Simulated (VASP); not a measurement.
# BaTiO3 (Barioperovskite) (Amm2) in VASP: electric field gradients with PBE

Aim: the electric field gradients of BaTiO3 (Barioperovskite) with PBE.

Everything below comes from runs of VASP 6.6.1. Logs are shortened: lines on timing, memory, paths and dates and some standing lists are left out, and cuts for length are marked.

### 1 The cell of the first run

It takes space group Amm2 (No. 38, orthorhombic). The conventional cell has a = 3.972 Å, b = 5.782 Å, c = 5.833 Å, α = 90.00°, β = 90.00°, γ = 90.00°. Ba (site symmetry mm2) has 12 O at 2.77 to 3.06 Å and 8 Ti at 3.45 to 3.61 Å within 3.7 Å. Ti (site symmetry mm2) has 6 O at 1.85 to 2.27 Å within 2.4 Å. Within 2.6 Å of O (site symmetry mm2) lie 2 Ti at 2.00 Å. O (site symmetry m) has 2 Ti at 1.85 to 2.27 Å within 2.4 Å.

### 2 Electric field gradients, PBE

Contents of INCAR:

```
ALGO = Normal ; EDIFF = 1E-8
ENCUT = 520 ; GGA = PE
GGA_COMPAT = F ; ISIF = 2
ISMEAR = 0 ; LASPH = T
LCHARG = F ; LEFG = T
LREAL = F ; LWAVE = F
NBANDS = 28 ; NELM = 120
PREC = Accurate ; SIGMA = 0.01
```

Contents of KPOINTS:

```
k-points
0
Gamma
  8 8 8
```

Contents of POSCAR:

```
BaTiO3
1.0
    3.9715402874      0.0000000000      0.0000000000
    0.0000000000      2.8910421960      2.9165474356
    0.0000000000     -2.8910421960      2.9165474356
Ba Ti O
1 1 3
Direct
    0.0000000000      0.0117485423      0.0117485423
    0.5000000000      0.5279831316      0.5279831316
    0.0000000000      0.4873187740      0.4873187740
    0.5000000000      0.4933725716      0.9764569805
    0.5000000000      0.9764569805      0.4933725716
```

Potentials or basis: VASP PAW PBE potentials, release 64 (Ba_sv, Ti_sv, O).

Started as:

```
> cat potpaw_PBE.64/Ba_sv/POTCAR potpaw_PBE.64/Ti_sv/POTCAR potpaw_PBE.64/O/POTCAR > POTCAR
> mpirun -np 1 vasp_std > vasp.out
```

OUTCAR:

```text
EDIFF = 1E-8
   ENCUT = 520
   GGA = PE
   ISIF = 2
   ISMEAR = 0
   LASPH = T
   LREAL = F
   NELM = 120
   PREC = Accurate

 ion  position               nearest neighbor table
   1  0.000  0.012  0.012-   3 2.77   4 2.81   5 2.81   4 2.81   5 2.81   3 2.89   3 2.89   5 2.92
                             4 2.92   5 2.92   4 2.92   3 3.06   2 3.45   2 3.45   2 3.51   2 3.51
   2  0.500  0.528  0.528-   4 1.85   5 1.85   3 2.00   3 2.00   5 2.27   4 2.27   1 3.45   1 3.45
                             1 3.51   1 3.51   1 3.51   1 3.51   1 3.61   1 3.61
   3  0.000  0.487  0.487-   2 2.00   2 2.00   1 2.77   1 2.89   1 2.89   1 3.06
   4  0.500  0.493  0.976-   2 1.85   2 2.27   1 2.81   1 2.81   1 2.92   1 2.92
   5  0.500  0.976  0.493-   2 1.85   2 2.27   1 2.81   1 2.81   1 2.92   1 2.92

  LATTYP: Found a base centered orthorhombic cell.
 ALAT       =     5.7820843920
 B/A-ratio  =     1.0088221610
 C/A-ratio  =     0.6868699967

  Lattice vectors:

 A1 = (   0.0000000000,   2.8910421960,  -2.9165474356)
 A2 = (   0.0000000000,   2.8910421960,   2.9165474356)
 A3 = (   3.9715402874,   0.0000000000,   0.0000000000)

Analysis of symmetry for initial positions (statically):
=====================================================================
 Subroutine PRICEL returns:
 Original cell was already a primitive cell.

 Routine SETGRP: Setting up the symmetry group for a
 base centered orthorhombic supercell.

 Subroutine GETGRP returns: Found  4 space group operations
 (whereof  4 operations were pure point group operations)
 out of a pool of  8 trial point group operations.

The static configuration has the point symmetry C_2v.

Analysis of symmetry for dynamics (positions and initial velocities):
=====================================================================
 Subroutine PRICEL returns:
 Original cell was already a primitive cell.

 Routine SETGRP: Setting up the symmetry group for a
 base centered orthorhombic supercell.

 Subroutine GETGRP returns: Found  4 space group operations
 (whereof  4 operations were pure point group operations)
 out of a pool of  8 trial point group operations.

The dynamic configuration has the point symmetry C_2v.

 Subroutine INISYM returns: Found  4 space group operations
 (whereof  4 operations are pure point group operations),
 and found     1 'primitive' translations

----------------------------------------------------------------------------------------

                                     Primitive cell

  volume of cell :      66.9750

  direct lattice vectors                    reciprocal lattice vectors
     3.971540287  0.000000000  0.000000000     0.251791478  0.000000000  0.000000000
     0.000000000  2.891042196  2.916547436     0.000000000  0.172948012  0.171435580
     0.000000000 -2.891042196  2.916547436     0.000000000 -0.172948012  0.171435580

  length of vectors
     3.971540287  4.106625613  4.106625613     0.251791478  0.243518321  0.243518321

  position of ions in fractional coordinates (direct lattice)
     0.000000000  0.011748542  0.011748542
     0.500000000  0.527983132  0.527983132
     0.000000000  0.487318774  0.487318774
     0.500000000  0.493372572  0.976456980
     0.500000000  0.976456980  0.493372572

  ion indices of the primitive-cell ions
   primitive index   ion index
                 1           1
                 2           2
                 3           3
                 4           4
                 5           5

----------------------------------------------------------------------------------------

 KPOINTS: k-points

Automatic generation of k-mesh.
 Grid dimensions read from file:
 generate k-points for:    8    8    8

 Generating k-lattice:

  Cartesian coordinates                     Fractional coordinates (reciprocal lattice)
     0.031473935  0.000000000  0.000000000     0.125000000  0.000000000  0.000000000
     0.000000000  0.021618501  0.021429447     0.000000000  0.125000000 -0.000000000
     0.000000000 -0.021618501  0.021429447     0.000000000 -0.000000000  0.125000000

  Length of vectors
     0.031473935  0.030439790  0.030439790

  Shift w.r.t. Gamma in fractional coordinates (k-lattice)
     0.000000000  0.000000000  0.000000000

 Subroutine IBZKPT returns following result:
 ===========================================

 Found    105 irreducible k-points:

 Following reciprocal coordinates:
            Coordinates               Weight
  0.000000  0.000000  0.000000      1.000000
  0.125000  0.000000  0.000000      2.000000
  0.250000  0.000000  0.000000      2.000000
  0.375000  0.000000  0.000000      2.000000
  0.500000  0.000000  0.000000      1.000000
  0.000000  0.125000 -0.000000      4.000000
[... 16 lines left out ...]
  0.250000  0.500000 -0.000000      4.000000
  0.375000  0.500000 -0.000000      4.000000
 [... further k-points ...]
   k-points           NKPTS =    105   k-points in BZ     NKDIM =    105   number of bands    NBANDS=     28
   number of dos      NEDOS =    301   number of ions     NIONS =      5
   total plane-waves  NPLWV =  30720
   dimension x,y,z NGX =    30 NGY =   32 NGZ =   32
   dimension x,y,z NGXF=    60 NGYF=   64 NGZF=   64
   ions per type =               1   1   3
   NGX,Y,Z   is equivalent  to a cutoff of  12.56, 12.95, 12.95 a.u.
   NGXF,Y,Z  is equivalent  to a cutoff of  25.12, 25.91, 25.91 a.u.
 SYSTEM =  unknown system
   PREC   = accura    normal or accurate (medium, high low for compatibility)
   ISTART =      0    job   : 0-new  1-cont  2-samecut
   ICHARG =      2    charge: 1-file 2-atom 10-const
   ISPIN  =      1    spin polarized calculation?
   LNONCOLLINEAR =      F non collinear calculations
   LSORBIT =      F    spin-orbit coupling
   LASPH  =      T    aspherical Exc in radial PAW
   ENCUT  =  520.0 eV  38.22 Ry    6.18 a.u.   7.38  7.64  7.64*2*pi/ulx,y,z
   NELM   =    120;   NELMIN=  2; NELMDL= -5     # of ELM steps
   EDIFF  = 0.1E-07   stopping-criterion for ELM
   LREAL  =      F    real-space projection
   EDIFFG = 0.1E-06   stopping-criterion for IOM
   NSW    =      0    number of steps for IOM
   IBRION =     -1    ionic relax: 0-MD 1-quasi-New 2-CG
   NFREE  =      0    steps in history (QN), initial steepest desc. (CG)
   ISIF   =      2    stress and relaxation
   ISYM   =      2    0-nonsym 1-usesym 2-fastsym
   POTIM  = 0.5000    time-step for ionic-motion
   TEBEG  =    0.0;   TEEND  =   0.0 temperature during run
   PSTRESS=    0.0 pullay stress
   NELECT =      40.0000    total number of electrons
   NUPDOWN=      -1.0000    fix difference up-down
   EMIN   =  10.00;   EMAX   =-10.00  energy-range for DOS
   EFERMI =   0.00;   METHOD = LEGACY
   ISMEAR =     0;   SIGMA  =   0.01  broadening in eV -4-tet -1-fermi 0-gaus
   EFERMI_NEDOS =   21; number of points for ismear=-14 and -15
   IALGO  =     38    algorithm
   IMIX   =      4    mixing-type and parameters
     AMIX     =   0.40;   BMIX     =  1.00
     AMIX_MAG =   1.60;   BMIX_MAG =  1.00
  volume/ion in A,a.u.               =      13.39        90.39
  Fermi-wavevector in a.u.,A,eV,Ry     =   1.378661  2.605291 25.860660  1.900705
  Thomas-Fermi vector in A             =   2.503702
   LORBIT       =      0    0 simple, 1 ext, 2 COOP (PROOUT), +10 PAW based schemes
   GGA     = PE    functional components
   LHFCALC =     F    Hartree Fock is set to
   AEXX    =    0.0000 exact exchange contribution
   IVDW    =     0    specifies the selected vdW correction
   LEPSILON=     F    determine dielectric tensor
   LRPA    =     F    only Hartree local field effects (RPA)
 non-spin polarized calculation
 Gauss-broadening in eV      SIGMA  =   0.01
  energy-cutoff  :      520.00
  volume of cell :       66.97
 maximum number of plane-waves:      1823
 NGX is ok and might be reduce to    30
   NGX = 15   NGY = 15   NGZ = 15

 number of electron      39.9999987 magnetization

 Free energy of the ion-electron system (eV)
  ---------------------------------------------------
  ext. energy  EPLUGINS =         0.00000000
  ---------------------------------------------------
  free energy    TOTEN  =       -40.05262674 eV

  energy without entropy =      -40.05262674  energy(sigma->0) =      -40.05262674

 E-fermi :   3.5650     XC(G=0): -11.0017

 val. band max:        3.5004844345   @ k =   0.5000   0.5000   0.5000
 cond. band min:       5.8500546266   @ k =   0.0000   0.0000   0.0000
 fundamental gap:      2.3495701922
 Fermi energy:         3.5649566963

 k-point     1 :       0.0000    0.0000    0.0000
  band No.  band energies     occupation
      1     -52.8744      2.00000
      2     -29.1568      2.00000
      3     -29.1552      2.00000
      4     -29.0708      2.00000
      5     -21.4834      2.00000
      6     -13.2834      2.00000
[... 20 lines left out ...]
     27       8.6764      0.00000
     28      10.3237      0.00000

 k-point     2 :       0.1250    0.0000    0.0000
  band No.  band energies     occupation
      1     -52.8742      2.00000
      2     -29.1565      2.00000
      3     -29.1549      2.00000
      4     -29.0790      2.00000
      5     -21.4676      2.00000
      6     -13.2845      2.00000
[... 20 lines left out ...]
     27       8.9622      0.00000
     28      10.7077      0.00000

 k-point     3 :       0.2500    0.0000    0.0000
  band No.  band energies     occupation
      1     -52.8738      2.00000
      2     -29.1557      2.00000
      3     -29.1541      2.00000
      4     -29.0986      2.00000
      5     -21.4289      2.00000
      6     -13.3278      2.00000
[... 20 lines left out ...]
     27       9.6447      0.00000
     28      11.6011      0.00000

 k-point     4 :       0.3750    0.0000    0.0000
  band No.  band energies     occupation
      1     -52.8734      2.00000
      2     -29.1548      2.00000
      3     -29.1533      2.00000
      4     -29.1182      2.00000
      5     -21.3894      2.00000
      6     -13.4112      2.00000
[... 578 lines left out ...]
     27      11.0327      0.00000
     28      11.7643      0.00000

 k-point    23 :       0.2500    0.5000   -0.0000
  band No.  band energies     occupation
      1     -52.8731      2.00000
      2     -29.1923      2.00000
      3     -29.1534      2.00000
      4     -29.0967      2.00000
      5     -21.3585      2.00000
      6     -13.2030      2.00000
[... 20 lines left out ...]
     27      11.6339      0.00000
     28      11.9401      0.00000

 k-point    24 :       0.3750    0.5000   -0.0000
  band No.  band energies     occupation
      1     -52.8727      2.00000
      2     -29.1911      2.00000
      3     -29.1527      2.00000
      4     -29.1158      2.00000
      5     -21.3307      2.00000
      6     -13.0162      2.00000
[... 20 lines left out ...]
     27      11.3592      0.00000
     28      12.6586      0.00000

 [... further k-points ...]
[... 5 lines left out ...]
  --------------------------------------------------------------------------------------
  -------------------------------------------------------------------------------------
  Total        0.6465813      0.6738614      0.6438634      0.0000000      0.0000000      0.0000000
  in kB       15.4675417     16.1201368     15.4025238      0.0000000      0.0000000      0.0000000
  external PRESSURE =      15.6634007 kB  Pullay stress =       0.0000000 kB

 VOLUME and BASIS-vectors are now :
 -----------------------------------------------------------------------------
  energy-cutoff  :      520.00
  volume of cell :       66.97
      direct lattice vectors                 reciprocal lattice vectors
     3.971540287  0.000000000  0.000000000     0.251791478  0.000000000  0.000000000
     0.000000000  2.891042196  2.916547436     0.000000000  0.172948012  0.171435580
     0.000000000 -2.891042196  2.916547436     0.000000000 -0.172948012  0.171435580

 POSITION                                       TOTAL-FORCE (eV/Angst)
 -----------------------------------------------------------------------------------
      0.00000      0.00000      0.06853         0.000000     -0.000000     -0.045746
      1.98577      0.00000      3.07978         0.000000     -0.000000     -0.089294
      0.00000      0.00000      2.84258         0.000000     -0.000000      0.021549
      1.98577     -1.39662      4.28683         0.000000     -0.035080      0.056746
      1.98577      1.39662      4.28683         0.000000      0.035080      0.056746
 -----------------------------------------------------------------------------------
    total drift:                                0.000000      0.000000      0.000340

  FREE ENERGIE OF THE ION-ELECTRON SYSTEM (eV)
  ---------------------------------------------------
  free  energy   TOTEN  =       -40.0526267423 eV

  energy  without entropy=      -40.0526267423  energy(sigma->0) =      -40.05262674

 Electric field gradients (V/A^2)
---------------------------------------------------------------------
 ion       V_xx      V_yy      V_zz      V_xy      V_xz      V_yz
---------------------------------------------------------------------
   1      10.362    -7.669    -2.693     0.000     0.000     0.000
   2     -14.091    -4.633    18.723    -0.000     0.000    -0.000
   3      28.087   -13.174   -14.912     0.000    -0.000    -0.000
   4     -10.696     4.691     6.005     0.000    -0.000   -12.135
   5     -10.696     4.691     6.005     0.000    -0.000    12.135
---------------------------------------------------------------------

 Electric field gradients after diagonalization (V/A^2)
 (convention: |V_zz| > |V_xx| > |V_yy|)
----------------------------------------------------------------------
 ion       V_xx      V_yy      V_zz     asymmetry (V_yy - V_xx)/ V_zz
----------------------------------------------------------------------
   1      -7.669    -2.693    10.362       0.480
   2     -14.091    -4.633    18.723       0.505
   3     -14.912   -13.174    28.087       0.062
   4     -10.696    -6.805    17.501       0.222
   5     -10.696    -6.805    17.501       0.222
----------------------------------------------------------------------

           NMR quadrupolar parameters

 Cq : quadrupolar parameter    Cq=e*Q*V_zz/h
 eta: asymmetry parameters     (V_yy - V_xx)/ V_zz
 Q  : nuclear electric quadrupole moment in mb (millibarn)
----------------------------------------------------------------------
 ion       Cq(MHz)       eta       Q (mb)
----------------------------------------------------------------------
   1       0.025       0.480       1.000
   2       0.045       0.505       1.000
   3       0.068       0.062       1.000
   4       0.042       0.222       1.000
   5       0.042       0.222       1.000
----------------------------------------------------------------------
```

It took 3.9 min on 1 thread of Intel Xeon 6975P-C, shared host; peak memory 0.32 GiB.

Results:

- Free energy: -40.0526 eV
- Pressure: 1.6 GPa
- Largest force: 0.089 eV/Å
- Band gap on the k mesh: 2.35 eV, indirect (least direct gap 2.89 eV)

Forces in eV/Å, atoms in the order of the input:
```
Ba   0.000  0.000 -0.046
Ti   0.000  0.000 -0.089
O    0.000  0.000  0.022
O    0.000 -0.035  0.057
O    0.000  0.035  0.057
```

Electric field gradients, principal values (V/Å²):
```csv
atom,least,middle,greatest (by size)
1 Ba,-2.693,-7.669,10.362
2 Ti,-4.633,-14.091,18.723
3 O,-13.174,-14.912,28.087
4 O,-6.805,-10.696,17.501
5 O,-6.805,-10.696,17.501
```

Caveat: without QUAD_EFG the Cq values of the log hold for a quadrupole moment of 1 mb, not for the nuclei; spin-orbit coupling is left out, which moves the levels of the heavy elements. A k mesh can miss the band edges.
